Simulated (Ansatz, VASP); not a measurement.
## HfMgB12Mo4: VASP beside Ansatz

```
CELL_PARAMETERS angstrom
4.62140 -2.66816 0.00002
-4.62141 -2.66818 0.00001
-0.00001 0.00004 -6.58813
ATOMIC_POSITIONS crystal
B 0.99721 0.33204 0.24743
B 0.00605 0.33646 0.75390
B 0.33831 0.00420 0.24744
B 0.33389 0.99536 0.75389
B 0.66937 0.66310 0.24743
B 0.66495 0.66752 0.75390
B 0.33831 0.33204 0.24743
B 0.33389 0.33646 0.75389
B 0.66937 0.00420 0.24743
B 0.66495 0.99536 0.75389
B 0.99721 0.66310 0.24743
B 0.00605 0.66752 0.75390
Mg 0.00163 0.99978 0.00066
Mo 0.33494 0.66642 0.48098
Mo 0.33498 0.66646 0.01951
Mo 0.66834 0.33316 0.52034
Mo 0.66828 0.33310 0.98182
Hf 0.00163 0.99978 0.50066
```

Alike in both runs: functional PBE; k mesh 5 × 5 × 3; occupations gaussian, width 0.1 eV; no spin polarisation.

Ansatz relaxed the structure, and its values are those at the end. VASP's run is a single point on that final structure, the one shown.

```csv
,VASP,Ansatz
version,VASP 6.6.1,Ansatz 0.2.0
potentials or method,"VASP PAW PBE potentials, release 64 (B, Mg, Mo_sv, Hf_pv), cutoff 520 eV","scalar-relativistic, plane waves, PAW"
valence electrons in the cell,104,128
```

|  | VASP | Ansatz | Ansatz less VASP |
| --- | --- | --- | --- |
| gap on the k mesh at the Fermi level (eV) | none | none | - |
| pressure (GPa) | 0.2 | 0.1 | -0.10 |
| rms of the force components (eV/Å) | 0.009 | 0.004 | -0.0052 |

A gap of «none» marks a metal or a gap that the smearing closes. VASP's potentials hold 104 valence electrons a cell and Ansatz's 128, so a difference there can come from the potentials and not from the codes.

Spin-orbit coupling is off throughout.
